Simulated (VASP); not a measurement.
Os: electric field gradients with PBEsol

Crystal: Os.

```
Os
1.0
     0.00000    1.93195    1.93195
     1.93195    0.00000    1.93195
     1.93195    1.93195    0.00000
Os
1
Cartesian
  0.0000 0.0000 0.0000
```

This cell differs from its parent crystal: volume scaled by 0.98.

```yaml
Program: VASP 6.6.1
Task: electric field gradients
Functional: PBEsol
Potentials_or_basis: VASP PAW PBE potentials, release 64 (Os)
Cutoff: 520 eV
k_mesh: 14 × 14 × 14
Occupations: fermi-dirac, width 0.05 eV
Spin: no spin polarisation
Dipole_correction: no
Further_INCAR_settings: ALGO = Normal; EDIFF = 1e-08; NBANDS = 10
```

* Pressure: -12.9 GPa
* Band gap on the k mesh: zero (band 4 reaches 11.04 eV, above the bottom of band 5 at 7.44 eV)

Levels at points of the mesh, in eV from the Fermi level:
```
           k point  band 1  band 2  band 3  band 4  band 5  band 6  band 7  band 8
(0.00, 0.00, 0.00)  -10.56   -2.84   -2.84   -2.84    0.09    0.09   14.34   19.95
(0.50, 0.00, 0.00)   -7.41   -2.99   -2.99   -0.20    2.40    2.40    8.65   13.85
(0.50, 0.50, 0.00)   -7.27   -6.57    2.31    2.36    3.05    3.05   11.81   12.11
```

It took 13 s on 1 thread of Intel(R) Xeon(R) Platinum 8259CL CPU @ 2.50GHz (Skylake/Cascade Lake), on a shared host, peak memory 0.13 GiB.

Caveat: without QUAD_EFG the Cq values of the log hold for a quadrupole moment of 1 mb, not for the nuclei; the PAW data sets were made with another functional, which shifts forces and pressure a little; spin-orbit coupling is left out, which moves the levels of the heavy elements.
